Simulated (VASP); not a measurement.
# Hg (R-3m) in VASP: a series of runs

The runs below take Hg through single point, relaxation of cell and atoms, with PBE+D3(BJ).

All numbers are computed with VASP 6.6.1; they aren't measurements. Logs are shortened: lines on timing, memory, paths and dates and some standing lists are left out, and cuts for length are marked.

## Step 1: The cell of the first run

Symmetry: R-3m, No. 166, trigonal system. The conventional cell has a = 3.579 Å, b = 3.579 Å, c = 6.782 Å, α = 90.00°, β = 90.00°, γ = 120.00°. Within 4.0 Å of Hg (site symmetry -3m) lie 12 Hg at 3.06 to 3.58 Å.

## Step 2: Single point, PBE+D3(BJ)

Contents of INCAR:

```
PREC = Accurate
ENCUT = 520
EDIFF = 1E-7
ISMEAR = 0
SIGMA = 0.1
LREAL = F
LASPH = T
NELM = 80
ALGO = Normal
ISIF = 2
LWAVE = F
LCHARG = F
GGA = PE
IVDW = 12
NBANDS = 12
```

Contents of KPOINTS:

```
Automatic mesh
0
Gamma
  12 12 12
```

Contents of POSCAR:

```
Hg
1.0
    1.7896126278      1.0332333324      2.2607843515
   -1.7896126278      1.0332333324      2.2607843515
    0.0000000000     -2.0664666649      2.2607843515
Hg
1
Direct
    0.0000000000      0.0000000000      0.0000000000
```

Potentials or basis: VASP PAW PBE potentials, release 64 (Hg).

Run with:

```
> cat potpaw_PBE.64/Hg/POTCAR > POTCAR
> mpirun -np 1 vasp_std > vasp.out
```

OUTCAR:

```text
PREC = Accurate
   ENCUT = 520
   EDIFF = 1E-7
   ISMEAR = 0
   LREAL = F
   LASPH = T
   NELM = 80
   ISIF = 2
   GGA = PE
   IVDW = 12
 IVDW          = 12

 ion  position               nearest neighbor table
   1  0.000  0.000  0.000-

  LATTYP: Found a trigonal (rhomboedric) cell.
 ALAT       =     3.0629120720
 COS(alpha) =     0.3172228041

  Lattice vectors:

 A1 = (   1.7896126278,   1.0332333324,   2.2607843515)
 A2 = (  -1.7896126278,   1.0332333324,   2.2607843515)
 A3 = (   0.0000000000,  -2.0664666649,   2.2607843515)

Analysis of symmetry for initial positions (statically):
=====================================================================
 Subroutine PRICEL returns:
 Original cell was already a primitive cell.

 Routine SETGRP: Setting up the symmetry group for a
 trigonal (rhombohedral) supercell.

 Subroutine GETGRP returns: Found 12 space group operations
 (whereof 12 operations were pure point group operations)
 out of a pool of 12 trial point group operations.

The static configuration has the point symmetry D_3d.

Analysis of symmetry for dynamics (positions and initial velocities):
=====================================================================
 Subroutine PRICEL returns:
 Original cell was already a primitive cell.

 Routine SETGRP: Setting up the symmetry group for a
 trigonal (rhombohedral) supercell.

 Subroutine GETGRP returns: Found 12 space group operations
 (whereof 12 operations were pure point group operations)
 out of a pool of 12 trial point group operations.

The dynamic configuration has the point symmetry D_3d.

 Subroutine INISYM returns: Found 12 space group operations
 (whereof 12 operations are pure point group operations),
 and found     1 'primitive' translations

----------------------------------------------------------------------------------------

                                     Primitive cell

  volume of cell :      25.0823

  direct lattice vectors                    reciprocal lattice vectors
     1.789612628  1.033233332  2.260784351     0.279390071  0.161305933  0.147441455
    -1.789612628  1.033233332  2.260784351    -0.279390071  0.161305933  0.147441455
     0.000000000 -2.066466665  2.260784351     0.000000000 -0.322611866  0.147441455

  length of vectors
     3.062912072  3.062912072  3.062912072     0.354707483  0.354707483  0.354707483

  position of ions in fractional coordinates (direct lattice)
     0.000000000  0.000000000  0.000000000

  ion indices of the primitive-cell ions
   primitive index   ion index
                 1           1

----------------------------------------------------------------------------------------

 KPOINTS: Automatic mesh

Automatic generation of k-mesh.
 Grid dimensions read from file:
 generate k-points for:   12   12   12

 Generating k-lattice:

  Cartesian coordinates                     Fractional coordinates (reciprocal lattice)
     0.023282506  0.013442161  0.012286788     0.083333333  0.000000000  0.000000000
    -0.023282506  0.013442161  0.012286788     0.000000000  0.083333333  0.000000000
     0.000000000 -0.026884322  0.012286788     0.000000000  0.000000000  0.083333333

  Length of vectors
     0.029558957  0.029558957  0.029558957

  Shift w.r.t. Gamma in fractional coordinates (k-lattice)
     0.000000000  0.000000000  0.000000000

 Subroutine IBZKPT returns following result:
 ===========================================

 Found    189 irreducible k-points:

 Following reciprocal coordinates:
            Coordinates               Weight
  0.000000  0.000000  0.000000      1.000000
  0.083333 -0.000000 -0.000000      6.000000
  0.166667 -0.000000 -0.000000      6.000000
  0.250000 -0.000000 -0.000000      6.000000
  0.333333 -0.000000 -0.000000      6.000000
  0.416667 -0.000000 -0.000000      6.000000
[... 16 lines left out ...]
  0.500000  0.166667 -0.000000     12.000000
 -0.416667  0.166667  0.000000     12.000000
 [... further k-points ...]
   k-points           NKPTS =    189   k-points in BZ     NKDIM =    189   number of bands    NBANDS=     12
   number of dos      NEDOS =    301   number of ions     NIONS =      1
   total plane-waves  NPLWV =  13824
   dimension x,y,z NGX =    24 NGY =   24 NGZ =   24
   dimension x,y,z NGXF=    48 NGYF=   48 NGZF=   48
   ions per type =               1
   NGX,Y,Z   is equivalent  to a cutoff of  13.03, 13.03, 13.03 a.u.
   NGXF,Y,Z  is equivalent  to a cutoff of  26.05, 26.05, 26.05 a.u.
 SYSTEM =  unknown system
   PREC   = accura    normal or accurate (medium, high low for compatibility)
   ISTART =      0    job   : 0-new  1-cont  2-samecut
   ICHARG =      2    charge: 1-file 2-atom 10-const
   ISPIN  =      1    spin polarized calculation?
   LNONCOLLINEAR =      F non collinear calculations
   LSORBIT =      F    spin-orbit coupling
   LASPH  =      T    aspherical Exc in radial PAW
   ENCUT  =  520.0 eV  38.22 Ry    6.18 a.u.   5.69  5.69  5.69*2*pi/ulx,y,z
   NELM   =     80;   NELMIN=  2; NELMDL= -5     # of ELM steps
   EDIFF  = 0.1E-06   stopping-criterion for ELM
   LREAL  =      F    real-space projection
   EDIFFG = 0.1E-05   stopping-criterion for IOM
   NSW    =      0    number of steps for IOM
   IBRION =     -1    ionic relax: 0-MD 1-quasi-New 2-CG
   NFREE  =      0    steps in history (QN), initial steepest desc. (CG)
   ISIF   =      2    stress and relaxation
   ISYM   =      2    0-nonsym 1-usesym 2-fastsym
   POTIM  = 0.5000    time-step for ionic-motion
   TEBEG  =    0.0;   TEEND  =   0.0 temperature during run
   PSTRESS=    0.0 pullay stress
   NELECT =      12.0000    total number of electrons
   NUPDOWN=      -1.0000    fix difference up-down
   EMIN   =  10.00;   EMAX   =-10.00  energy-range for DOS
   EFERMI =   0.00;   METHOD = LEGACY
   ISMEAR =     0;   SIGMA  =   0.10  broadening in eV -4-tet -1-fermi 0-gaus
   EFERMI_NEDOS =   21; number of points for ismear=-14 and -15
   IALGO  =     38    algorithm
   IMIX   =      4    mixing-type and parameters
     AMIX     =   0.40;   BMIX     =  1.00
     AMIX_MAG =   1.60;   BMIX_MAG =  1.00
  volume/ion in A,a.u.               =      25.08       169.26
  Fermi-wavevector in a.u.,A,eV,Ry     =   1.280401  2.419607 22.305751  1.639426
  Thomas-Fermi vector in A             =   2.412831
   LORBIT       =      0    0 simple, 1 ext, 2 COOP (PROOUT), +10 PAW based schemes
   GGA     = PE    functional components
   LHFCALC =     F    Hartree Fock is set to
   AEXX    =    0.0000 exact exchange contribution
   IVDW    =    12    specifies the selected vdW correction
   LEPSILON=     F    determine dielectric tensor
   LRPA    =     F    only Hartree local field effects (RPA)
 non-spin polarized calculation
 Gauss-broadening in eV      SIGMA  =   0.10
  energy-cutoff  :      520.00
  volume of cell :       25.08
 maximum number of plane-waves:       692
   NGX = 11   NGY = 11   NGZ = 11

 number of electron      11.9999997 magnetization

 Free energy of the ion-electron system (eV)
  ---------------------------------------------------
  ext. energy  EPLUGINS =         0.00000000
  ---------------------------------------------------
  free energy    TOTEN  =        -0.13237254 eV

  energy without entropy =       -0.13124423  energy(sigma->0) =       -0.13180839

 E-fermi :   2.2527     XC(G=0): -10.4989

 val. band max:        2.2282037774   @ k =  -0.4167   0.1667   0.0000
 cond. band min:       2.3187286288   @ k =   0.5000   0.1667   0.0833
 fundamental gap:      0.0905248514
 Fermi energy:         2.2527286399

 k-point     1 :       0.0000    0.0000    0.0000
  band No.  band energies     occupation
      1      -6.3739      2.00000
      2      -5.1855      2.00000
      3      -5.1855      2.00000
      4      -3.9446      2.00000
      5      -3.8350      2.00000
      6      -3.8350      2.00000
      7      14.1727      0.00000
      8      14.2778      0.00000
      9      14.2778      0.00000
     10      18.5022      0.00000
     11      19.7613      0.00000
     12      19.7613      0.00000

 k-point     2 :       0.0833   -0.0000   -0.0000
  band No.  band energies     occupation
      1      -6.2300      2.00000
      2      -5.1764      2.00000
      3      -5.1370      2.00000
      4      -3.9434      2.00000
      5      -3.8547      2.00000
      6      -3.8410      2.00000
      7      12.7292      0.00000
      8      14.2743      0.00000
      9      14.3573      0.00000
     10      19.0345      0.00000
     11      19.7504      0.00000
     12      20.8106      0.00000

 k-point     3 :       0.1667   -0.0000   -0.0000
  band No.  band energies     occupation
      1      -5.8841      2.00000
      2      -5.1574      2.00000
      3      -4.9229      2.00000
      4      -3.9308      2.00000
      5      -3.9002      2.00000
      6      -3.8507      2.00000
      7      10.0946      0.00000
      8      14.4549      0.00000
      9      14.5354      0.00000
     10      19.4153      0.00000
     11      19.7353      0.00000
     12      21.4913      0.00000

 k-point     4 :       0.2500   -0.0000   -0.0000
  band No.  band energies     occupation
      1      -5.6331      2.00000
      2      -5.1476      2.00000
      3      -4.2839      2.00000
      4      -3.9402      2.00000
      5      -3.9174      2.00000
      6      -3.8194      2.00000
      7       7.3932      0.00000
      8      14.5838      0.00000
      9      14.6655      0.00000
     10      19.7667      0.00000
     11      19.7684      0.00000
     12      20.6800      0.00000

 k-point     5 :       0.3333   -0.0000   -0.0000
  band No.  band energies     occupation
      1      -5.5758      2.00000
      2      -5.1583      2.00000
      3      -3.9530      2.00000
      4      -3.9413      2.00000
      5      -3.7269      2.00000
      6      -3.1225      2.00000
      7       4.8206      0.00000
      8      14.5639      0.00000
      9      14.6474      0.00000
     10      19.5016      0.00000
     11      19.8646      0.00000
     12      20.2353      0.00000
[... 228 lines left out ...]
      1      -5.3865      2.00000
      2      -4.7922      2.00000
      3      -4.5397      2.00000
      4      -3.9066      2.00000
      5      -3.7744      2.00000
      6      -3.0636      2.00000
      7       6.4979      0.00000
      8      13.0858      0.00000
      9      13.9616      0.00000
     10      15.7316      0.00000
     11      19.1647      0.00000
     12      21.7110      0.00000

 k-point    22 :       0.4167    0.1667   -0.0000
  band No.  band energies     occupation
      1      -5.4037      2.00000
      2      -4.8784      2.00000
      3      -4.4011      2.00000
      4      -3.9232      2.00000
      5      -3.7065      2.00000
      6      -1.7071      2.00000
      7       4.0214      0.00000
      8      12.2416      0.00000
      9      13.7447      0.00000
     10      17.3532      0.00000
     11      18.5948      0.00000
     12      21.2428      0.00000

 k-point    23 :       0.5000    0.1667   -0.0000
  band No.  band energies     occupation
      1      -5.4086      2.00000
      2      -4.9518      2.00000
      3      -4.2649      2.00000
      4      -3.9504      2.00000
      5      -3.6705      2.00000
      6      -0.1601      2.00000
      7       1.9155      2.00000
      8      11.1839      0.00000
      9      14.0486      0.00000
     10      18.2162      0.00000
     11      19.3323      0.00000
     12      20.7312      0.00000

 k-point    24 :      -0.4167    0.1667    0.0000
  band No.  band energies     occupation
      1      -5.3852      2.00000
      2      -4.9796      2.00000
      3      -4.1777      2.00000
      4      -3.9723      2.00000
      5      -3.7032      2.00000
      6      -0.4663      2.00000
      7       2.2282      1.27128
      8      10.3426      0.00000
      9      14.6579      0.00000
     10      18.1053      0.00000
     11      20.2125      0.00000
     12      21.2561      0.00000

 [... further k-points ...]

------------------------ aborting loop because EDIFF is reached ----------------------------------------

 Edisp (eV)   -0.41923

 E8    (eV) :    -0.1906

  FORCE on cell =-STRESS in cart. coord.  units (eV):
  Direction    XX          YY          ZZ          XY          YZ          ZX
  --------------------------------------------------------------------------------------
  -------------------------------------------------------------------------------------
  Total       0.03929     0.03929     0.05958     0.00000    -0.00000     0.00000
  in kB       2.50993     2.50993     3.80571     0.00000    -0.00000     0.00000
  external pressure =        2.94 kB  Pullay stress =        0.00 kB

 VOLUME and BASIS-vectors are now :
 -----------------------------------------------------------------------------
  energy-cutoff  :      520.00
  volume of cell :       25.08
      direct lattice vectors                 reciprocal lattice vectors
     1.789612628  1.033233332  2.260784351     0.279390071  0.161305933  0.147441455
    -1.789612628  1.033233332  2.260784351    -0.279390071  0.161305933  0.147441455
     0.000000000 -2.066466665  2.260784351     0.000000000 -0.322611866  0.147441455

 POSITION                                       TOTAL-FORCE (eV/Angst)
 -----------------------------------------------------------------------------------
      0.00000      0.00000      0.00000        -0.000000      0.000000      0.000000
 -----------------------------------------------------------------------------------
    total drift:                                0.000000     -0.000000      0.000000

  FREE ENERGIE OF THE ION-ELECTRON SYSTEM (eV)
  ---------------------------------------------------
  free  energy   TOTEN  =        -0.5516055726 eV

  energy  without entropy=       -0.5504772621  energy(sigma->0) =       -0.55104142
```

It took 31 s on 1 thread of Intel Xeon Platinum 8259CL at 2.50GHz (Skylake/Cascade Lake), shared host; peak memory 0.18 GiB.

What came out:

* Free energy: -0.5516 eV
* Pressure: 0.3 GPa
* Band gap on the k mesh: zero (bands 6 and 7 overlap by 2.68 eV)
* Dispersion energy per atom: -0.419 eV

Stress tensor (GPa, compression positive):
```
0.25 0.00 0.00
0.00 0.25 0.00
0.00 0.00 0.38
```

Levels at points of the mesh, in eV from the Fermi level:
```
           k point  band 4  band 5  band 6  band 7  band 8  band 9
(0.00, 0.00, 0.00)   -6.20   -6.09   -6.09   11.92   12.03   12.03
(0.50, 0.00, 0.00)   -6.19   -5.84   -2.29   -1.64   12.14   12.24
(0.50, 0.50, 0.00)   -5.90   -5.39    0.16    0.55    4.54    9.56
(0.50, 0.50, 0.50)   -5.46   -5.46    0.25    1.30    8.78    8.78
```

Caveat: spin-orbit coupling is left out, which moves the levels of the heavy elements.

(Part 1 of 2 ends here.)

The gap in the log of VASP goes by the Fermi energy; the results here count the filled bands.